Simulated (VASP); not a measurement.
Here is a VASP 6.6.1 calculation.

The input INCAR:

```
SYSTEM = Pb
PREC = Accurate ; ENCUT = 520
EDIFF = 1E-6 ; ISMEAR = -1
SIGMA = 0.05 ; LREAL = .False.
LASPH = .True. ; NELM = 60
ALGO = Fast ; ISIF = 2
LWAVE = .False. ; LCHARG = .True.
GGA = PS ; LELF = .True.
LVHAR = .True. ; NBANDS = 36
```

KPOINTS

```
regular mesh
0
Gamma
  7 7 2
  0 0 0
```

File POSCAR:

```
Pb
1.0
    3.5243661423      0.0000000000      0.0000000000
   -1.7621830712      3.0521906115      0.0000000000
    0.0000000000      0.0000000000     11.7251466462
Pb
4
Direct
    0.6666666667      0.3333333333      0.7500000000
    0.0000000000      0.0000000000      0.5000000000
    0.3333333333      0.6666666667      0.2500000000
    0.0000000000      0.0000000000      0.0000000000
```

Potentials or basis: VASP PAW PBE potentials, release 64 (Pb_d).

Command:

```bash
$ cat potpaw_PBE.64/Pb_d/POTCAR > POTCAR
$ mpirun -np 1 vasp_std > vasp.out
```

(1) What does it give for the pressure?

(2) Predict the band gap on the k mesh.

## Answers

(1) -2.2 GPa.

(2) zero (band 28 reaches 12.22 eV, above the bottom of band 29 at 5.47 eV).

Caveat: the PAW data sets were made with another functional, which shifts forces and pressure a little; spin-orbit coupling is left out, which moves the levels of the heavy elements.
